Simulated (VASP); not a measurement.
# Si (I4_1/amd) in VASP: further runs, part 2 of 2

VASP 6.6.1. Earlier steps stand in the parts before.

**3. Single point, PBEsol**

File INCAR:

```
PREC = Accurate ; ENCUT = 520
EDIFF = 1E-6 ; ISMEAR = 0
SIGMA = 0.3 ; LREAL = F
LASPH = T ; NELM = 80
ALGO = Normal ; ISIF = 2
LWAVE = F ; LCHARG = T
GGA = PS ; LELF = T
LVHAR = T ; NBANDS = 11
```

File KPOINTS:

```
Automatic mesh
0
Gamma
  14 14 14
```

File POSCAR:

```
Si
1.0
   -2.3713723000      2.3713723000      1.3292653900
    2.3713723000     -2.3713723000      1.3292653900
    2.3713723000      2.3713723000     -1.3292653900
Si
2
Direct
    0.2500000000      0.7500000000      0.5000000000
    0.5000000000      0.5000000000      0.0000000000
```

Potentials or basis: VASP PAW PBE potentials, release 64 (Si).

Started as:

```console
$ cat potpaw_PBE.64/Si/POTCAR > POTCAR
$ mpirun -np 1 vasp_std > vasp.out
```

OUTCAR:

```text
PREC = Accurate
   ENCUT = 520
   EDIFF = 1E-6
   ISMEAR = 0
   LREAL = F
   LASPH = T
   NELM = 80
   ISIF = 2
   GGA = PS

 ion  position               nearest neighbor table
   1  0.250  0.750  0.500-   2 2.46   2 2.46   2 2.46   2 2.46   2 3.10   2 3.10   2 3.10   2 3.10

   2  0.500  0.500  0.000-   1 2.46   1 2.46   1 2.46   1 2.46   1 3.10   1 3.10   1 3.10   1 3.10

  LATTYP: Found a body centered tetragonal cell.
 ALAT       =     4.7427446000
 C/A-ratio  =     0.5605468994

  Lattice vectors:

 A1 = (  -2.3713723000,   2.3713723000,   1.3292653900)
 A2 = (   2.3713723000,  -2.3713723000,   1.3292653900)
 A3 = (   2.3713723000,   2.3713723000,  -1.3292653900)

Analysis of symmetry for initial positions (statically):
=====================================================================
 Subroutine PRICEL returns:
 Original cell was already a primitive cell.

 Routine SETGRP: Setting up the symmetry group for a
 body centered tetragonal supercell.

 Subroutine GETGRP returns: Found 16 space group operations
 (whereof  8 operations were pure point group operations)
 out of a pool of 16 trial point group operations.

The static configuration has the point symmetry D_2d.
 The point group associated with its full space group is D_4h.

Analysis of symmetry for dynamics (positions and initial velocities):
=====================================================================
 Subroutine PRICEL returns:
 Original cell was already a primitive cell.

 Routine SETGRP: Setting up the symmetry group for a
 body centered tetragonal supercell.

 Subroutine GETGRP returns: Found 16 space group operations
 (whereof  8 operations were pure point group operations)
 out of a pool of 16 trial point group operations.

The dynamic configuration has the point symmetry D_2d.
 The point group associated with its full space group is D_4h.

 Subroutine INISYM returns: Found 16 space group operations
 (whereof  8 operations are pure point group operations),
 and found     1 'primitive' translations

----------------------------------------------------------------------------------------

                                     Primitive cell

  volume of cell :      29.9000

  direct lattice vectors                    reciprocal lattice vectors
    -2.371372300  2.371372300  1.329265390     0.000000000  0.210848377  0.376147610
     2.371372300 -2.371372300  1.329265390     0.210848377  0.000000000  0.376147610
     2.371372300  2.371372300 -1.329265390     0.210848377  0.210848377  0.000000000

  length of vectors
     3.607458891  3.607458891  3.607458891     0.431212317  0.431212317  0.298184634

  position of ions in fractional coordinates (direct lattice)
     0.250000000  0.750000000  0.500000000
     0.500000000  0.500000000  0.000000000

  ion indices of the primitive-cell ions
   primitive index   ion index
                 1           1
                 2           2

----------------------------------------------------------------------------------------

 KPOINTS: Automatic mesh

Automatic generation of k-mesh.
[... 27 lines left out ...]
  0.285714  0.000000 -0.000000      8.000000
  0.357143  0.000000 -0.000000      8.000000
[... 16 lines left out ...]
  0.214286  0.142857 -0.000000     16.000000
  0.285714  0.142857 -0.000000     16.000000
 [... further k-points ...]
   k-points           NKPTS =    244   k-points in BZ     NKDIM =    244   number of bands    NBANDS=     11
   number of dos      NEDOS =    301   number of ions     NIONS =      2
   total plane-waves  NPLWV =  21952
   dimension x,y,z NGX =    28 NGY =   28 NGZ =   28
   dimension x,y,z NGXF=    56 NGYF=   56 NGZF=   56
   ions per type =               2
   NGX,Y,Z   is equivalent  to a cutoff of  12.90, 12.90, 12.90 a.u.
   NGXF,Y,Z  is equivalent  to a cutoff of  25.81, 25.81, 25.81 a.u.
 SYSTEM =  unknown system
   PREC   = accura    normal or accurate (medium, high low for compatibility)
   ISTART =      0    job   : 0-new  1-cont  2-samecut
   ICHARG =      2    charge: 1-file 2-atom 10-const
   ISPIN  =      1    spin polarized calculation?
   LNONCOLLINEAR =      F non collinear calculations
   LSORBIT =      F    spin-orbit coupling
   LASPH  =      T    aspherical Exc in radial PAW
   ENCUT  =  520.0 eV  38.22 Ry    6.18 a.u.   6.71  6.71  6.71*2*pi/ulx,y,z
   NELM   =     80;   NELMIN=  2; NELMDL= -5     # of ELM steps
   EDIFF  = 0.1E-05   stopping-criterion for ELM
   LREAL  =      F    real-space projection
   EDIFFG = 0.1E-04   stopping-criterion for IOM
   NSW    =      0    number of steps for IOM
   IBRION =     -1    ionic relax: 0-MD 1-quasi-New 2-CG
   NFREE  =      0    steps in history (QN), initial steepest desc. (CG)
   ISIF   =      2    stress and relaxation
   ISYM   =      2    0-nonsym 1-usesym 2-fastsym
   POTIM  = 0.5000    time-step for ionic-motion
   TEBEG  =    0.0;   TEEND  =   0.0 temperature during run
   PSTRESS=    0.0 pullay stress
   NELECT =       8.0000    total number of electrons
   NUPDOWN=      -1.0000    fix difference up-down
   EMIN   =  10.00;   EMAX   =-10.00  energy-range for DOS
   EFERMI =   0.00;   METHOD = LEGACY
   ISMEAR =     0;   SIGMA  =   0.30  broadening in eV -4-tet -1-fermi 0-gaus
   EFERMI_NEDOS =   21; number of points for ismear=-14 and -15
   IALGO  =     38    algorithm
   IMIX   =      4    mixing-type and parameters
     AMIX     =   0.40;   BMIX     =  1.00
     AMIX_MAG =   1.60;   BMIX_MAG =  1.00
  volume/ion in A,a.u.               =      14.95       100.89
  Fermi-wavevector in a.u.,A,eV,Ry     =   1.054908  1.993486 15.140973  1.112830
  Thomas-Fermi vector in A             =   2.190086
   LORBIT       =      0    0 simple, 1 ext, 2 COOP (PROOUT), +10 PAW based schemes
   GGA     = PS    functional components
   LHFCALC =     F    Hartree Fock is set to
   AEXX    =    0.0000 exact exchange contribution
   IVDW    =     0    specifies the selected vdW correction
   LEPSILON=     F    determine dielectric tensor
   LRPA    =     F    only Hartree local field effects (RPA)
 non-spin polarized calculation
 Gauss-broadening in eV      SIGMA  =   0.30
  energy-cutoff  :      520.00
  volume of cell :       29.90
 maximum number of plane-waves:       818
   NGX = 13   NGY = 13   NGZ = 13

 number of electron       8.0000000 magnetization

 Free energy of the ion-electron system (eV)
  ---------------------------------------------------
  ext. energy  EPLUGINS =         0.00000000
  ---------------------------------------------------
  free energy    TOTEN  =       -11.13558754 eV

  energy without entropy =      -11.10291841  energy(sigma->0) =      -11.11925298

 E-fermi :   9.3563     XC(G=0): -11.0490

 val. band max:        9.3408896962   @ k =   0.4286   0.3571   0.0714
 cond. band min:       9.3673619251   @ k =   0.0714   0.0714   0.0714
 fundamental gap:      0.0264722289
 Fermi energy:         9.3562522412

 k-point     1 :       0.0000    0.0000    0.0000
  band No.  band energies     occupation
      1      -4.5628      2.00000
      2       6.9073      2.00000
      3       6.9073      2.00000
      4       7.6186      2.00000
      5      10.8376      0.00000
      6      16.9000      0.00000
      7      18.4726      0.00000
      8      18.4791      0.00000
      9      18.4791      0.00000
     10      19.6124      0.00000
     11      20.0442      0.00000
[... 309 lines left out ...]
 k-point    24 :       0.2857    0.1429   -0.0000
  band No.  band energies     occupation
      1      -0.2391      2.00000
      2       5.1486      2.00000
      3       6.4905      2.00000
      4       6.9753      2.00000
      5       9.5838      0.28351
      6      11.5763      0.00000
      7      12.5690      0.00000
      8      14.3392      0.00000
      9      17.1432      0.00000
     10      18.2927      0.00000
     11      21.1730      0.00000

 [... further k-points ...]

------------------------ aborting loop because EDIFF is reached ----------------------------------------

  FORCE on cell =-STRESS in cart. coord.  units (eV):
  Direction    XX          YY          ZZ          XY          YZ          ZX
  --------------------------------------------------------------------------------------
  -------------------------------------------------------------------------------------
  Total        0.2963251      0.2963251     -0.0915163      0.0000000     -0.0000000      0.0000000
  in kB       15.8784430     15.8784430     -4.9038560      0.0000000     -0.0000000      0.0000000
  external PRESSURE =       8.9510100 kB  Pullay stress =       0.0000000 kB

 VOLUME and BASIS-vectors are now :
 -----------------------------------------------------------------------------
  energy-cutoff  :      520.00
  volume of cell :       29.90
      direct lattice vectors                 reciprocal lattice vectors
    -2.371372300  2.371372300  1.329265390     0.000000000  0.210848377  0.376147610
     2.371372300 -2.371372300  1.329265390     0.210848377  0.000000000  0.376147610
     2.371372300  2.371372300 -1.329265390     0.210848377  0.210848377  0.000000000

 POSITION                                       TOTAL-FORCE (eV/Angst)
 -----------------------------------------------------------------------------------
      2.37137      0.00000      0.66463        -0.000000      0.000000      0.000000
      0.00000      0.00000      1.32927         0.000000     -0.000000     -0.000000
 -----------------------------------------------------------------------------------
    total drift:                                0.000000      0.000000      0.000000

  FREE ENERGIE OF THE ION-ELECTRON SYSTEM (eV)
  ---------------------------------------------------
  free  energy   TOTEN  =       -11.1355875445 eV

  energy  without entropy=      -11.1029184122  energy(sigma->0) =      -11.11925298
```

It took 47 s on 1 thread of AMD EPYC 7R13 (Zen 3), shared host; peak memory 0.16 GiB.

Results:

```yaml
Free_energy: -11.1356 eV
Pressure: 0.9 GPa
Band_gap_on_the_k_mesh: zero (bands 4 and 5 overlap by 6.45 eV)
```

Stress tensor (GPa, compression positive):
```
 1.59  0.00  0.00
 0.00  1.59  0.00
 0.00  0.00 -0.49
```

Caveat: so wide a smearing shifts energies and pressures; the PAW data sets were made with another functional, which shifts forces and pressure a little.

**4. Single point, PBEsol**

File INCAR:

```
  PREC = Accurate
  ENCUT = 520
  EDIFF = 1E-6
  ISMEAR = 0
  SIGMA = 0.2
  LREAL = F
  LASPH = T
  NELM = 100
  ALGO = Normal
  ISIF = 2
  LWAVE = F
  LCHARG = T
  GGA = PS
  LELF = T
  LVHAR = T
  NBANDS = 11
```

File KPOINTS:

```
regular mesh
0
Gamma
  14 14 14
```

POSCAR is that of step 3.

Started as:

```console
$ cat potpaw_PBE.64/Si/POTCAR > POTCAR
$ mpirun -np 1 vasp_std > vasp.out
```

Wall time 47 s (1 thread of AMD EPYC 7R13 (Zen 3), shared host); peak memory 0.16 GiB.

The run converged. Its results:

* Free energy: -11.1263 eV
* Pressure: 0.9 GPa
* Band gap on the k mesh: zero (bands 4 and 5 overlap by 6.45 eV)

Stress tensor (GPa, compression positive):
```
 1.51  0.00  0.00
 0.00  1.51  0.00
 0.00  0.00 -0.43
```

Levels at points of the mesh, in eV from the Fermi level:
```
           k point  band 2  band 3  band 4  band 5  band 6  band 7
(0.00, 0.00, 0.00)   -2.45   -2.45   -1.74    1.48    7.54    9.11
(0.50, 0.00, 0.00)   -6.93   -2.12   -1.85   -1.50    0.98    4.57
(0.50, 0.50, 0.00)  -10.76    0.40    0.40    2.73    2.73    8.11
(0.50, 0.50, 0.50)   -8.26   -6.90   -6.90    5.50    5.50   13.32
```

Caveat: the PAW data sets were made with another functional, which shifts forces and pressure a little.

**5. Single point, PBEsol**

File INCAR:

```
ALGO = Normal ; EDIFF = 1E-6
ENCUT = 520 ; GGA = PS
ISIF = 2 ; ISMEAR = 0
LASPH = T ; LCHARG = F
LREAL = F ; LWAVE = F
NBANDS = 11 ; NELM = 80
PREC = Accurate ; SIGMA = 0.1
```

File KPOINTS:

```
k-points
0
Gamma
  14 14 14
```

POSCAR is that of step 4.

Started as:

```console
$ cat potpaw_PBE.64/Si/POTCAR > POTCAR
$ mpirun -np 1 vasp_std > vasp.out
```

Wall time 46 s (1 thread of AMD EPYC 7R13 (Zen 3), shared host); peak memory 0.16 GiB.

The run converged. Its results:

| Item | Value |
| --- | --- |
| Free energy | -11.1206 eV |
| Pressure | 0.8 GPa |
| Band gap on the k mesh | zero (bands 4 and 5 overlap by 6.45 eV) |

Stress tensor (GPa, compression positive):
```
 1.45  0.00  0.00
 0.00  1.45  0.00
 0.00  0.00 -0.46
```

Levels at points of the mesh, in eV from the Fermi level:
```tsv
k point	band 1	band 2	band 3	band 4	band 5	band 6	band 7	band 8
(0.00, 0.00, 0.00)	-13.93	-2.46	-2.46	-1.75	1.47	7.53	9.10	9.11
(0.50, 0.00, 0.00)	-7.77	-6.93	-2.12	-1.85	-1.50	0.98	4.57	5.51
(0.50, 0.50, 0.00)	-10.76	-10.76	0.40	0.40	2.72	2.72	8.10	8.10
(0.50, 0.50, 0.50)	-8.27	-8.27	-6.91	-6.91	5.49	5.49	13.31	13.31
```

Caveat: the PAW data sets were made with another functional, which shifts forces and pressure a little.

**6. The runs side by side**

| smearing | gap on the mesh (eV) | pressure (GPa) |
| --- | --- | --- |
| gaussian 0.5 eV | none | 1.0 |
| gaussian 0.3 eV | none | 0.9 |
| gaussian 0.2 eV | none | 0.9 |
| gaussian 0.1 eV | none | 0.8 |

Alike in all rows: task single point; level PBEsol; potentials or basis VASP PAW PBE potentials, release 64 (Si); no spin polarisation; cell as given; k mesh 14 × 14 × 14; cutoff (eV) 520.

Caveats: the PAW data sets were made with another functional, which shifts forces and pressure a little; so wide a smearing shifts energies and pressures (at least some runs).

Total energies depend on the potentials used, so only differences within one code and one set of settings carry meaning.

The gap in the log of VASP goes by the Fermi energy; the results here count the filled bands.